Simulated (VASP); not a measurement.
A run of VASP 6.6.1 is set up as follows.

Contents of INCAR:

```
PREC     = Accurate       # precision mode
ENCUT    = 520            # plane-wave cutoff, eV
EDIFF    = 1E-7           # SCF threshold, eV
ISMEAR   = 0              # smearing method
SIGMA    = 0.1            # smearing width, eV
LREAL    = False          # projectors in reciprocal space
LASPH    = True           # aspherical terms in the spheres
NELM     = 100            # most SCF steps
ALGO     = Fast           # electronic algorithm
ISIF     = 2              # what is computed and relaxed
LWAVE    = False          # write WAVECAR
LCHARG   = False          # write CHGCAR
GGA      = PS             # functional
NBANDS   = 60             # bands
```

KPOINTS

```
regular mesh
0
Gamma
  10 12 6
```

POSCAR

```
SiNi2
1.0
    4.9149127049      0.0000000000      0.0000000000
    0.0000000000      3.6991548800      0.0000000000
    0.0000000000      0.0000000000      7.0071359669
Si Ni
4 8
Direct
    0.2918868344      0.7500000000      0.6132473559
    0.7081131656      0.2500000000      0.3867526441
    0.2081131656      0.2500000000      0.1132473559
    0.7918868344      0.7500000000      0.8867526441
    0.9578303154      0.7500000000      0.2076225666
    0.0421696846      0.2500000000      0.7923774334
    0.5421696846      0.2500000000      0.7076225666
    0.4578303154      0.7500000000      0.2923774334
    0.8284200673      0.7500000000      0.5603191683
    0.1715799327      0.2500000000      0.4396808317
    0.6715799327      0.2500000000      0.0603191683
    0.3284200673      0.7500000000      0.9396808317
```

Potentials or basis: VASP PAW PBE potentials, release 64 (Si, Ni).

Command:

```console
$ cat potpaw_PBE.64/Si/POTCAR potpaw_PBE.64/Ni/POTCAR > POTCAR
$ mpirun -np 1 vasp_std > vasp.out
```

**Question.** What does it give for the pressure?

**Answer.** 0.2 GPa.

**Question.** What does it give for the band gap on the k mesh?

**Answer.** Zero (bands 48 and 49 overlap by 1.97 eV).

**Question.** Estimate the largest force.

**Answer.** 0.017 eV/Å.

Stress tensor (GPa, compression positive):
```
0.19 0.00 0.00
0.00 0.34 0.00
0.00 0.00 0.20
```

Caveat: the PAW data sets were made with another functional, which shifts forces and pressure a little. Spin polarisation is off, so any magnetic state and its effect on volume and gap are missing.
